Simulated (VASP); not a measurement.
Input of a VASP 6.6.1 run:

INCAR

```
ALGO = Normal ; DIPOL = 0.5 0.5 0.294
EDIFF = 1E-7 ; ENCUT = 520
GGA = PE ; IDIPOL = 3
ISIF = 2 ; ISMEAR = -1
LASPH = T ; LCHARG = T
LDIPOL = T ; LELF = T
LREAL = F ; LVACPOTAV = T
LVHAR = T ; LWAVE = F
NBANDS = 19 ; NELM = 60
PREC = Accurate ; SIGMA = 0.05
```

File KPOINTS:

```
k-points
0
Gamma
  8 8 1
```

The input POSCAR:

```
MoPt
1.0
    3.5513000000      0.0000000000      0.0000000000
    0.0000000000      3.5513000000      0.0000000000
    0.0000000000      0.0000000000     23.8000000000
Mo Pt
1 1
Direct
    0.5000000000      0.5000000000      0.2941200000
    0.0000000000      0.0000000000      0.2941200000
```

Potentials or basis: VASP PAW PBE potentials, release 64 (Mo_sv, Pt).

Launch:

```bash
$ cat potpaw_PBE.64/Mo_sv/POTCAR potpaw_PBE.64/Pt/POTCAR > POTCAR
$ mpirun -np 1 vasp_std > vasp.out
```

(1) Predict the work function of the upper face.

(2) Estimate the work function of the lower face.

Results:

(1) 5.01 eV.

(2) 5.01 eV.
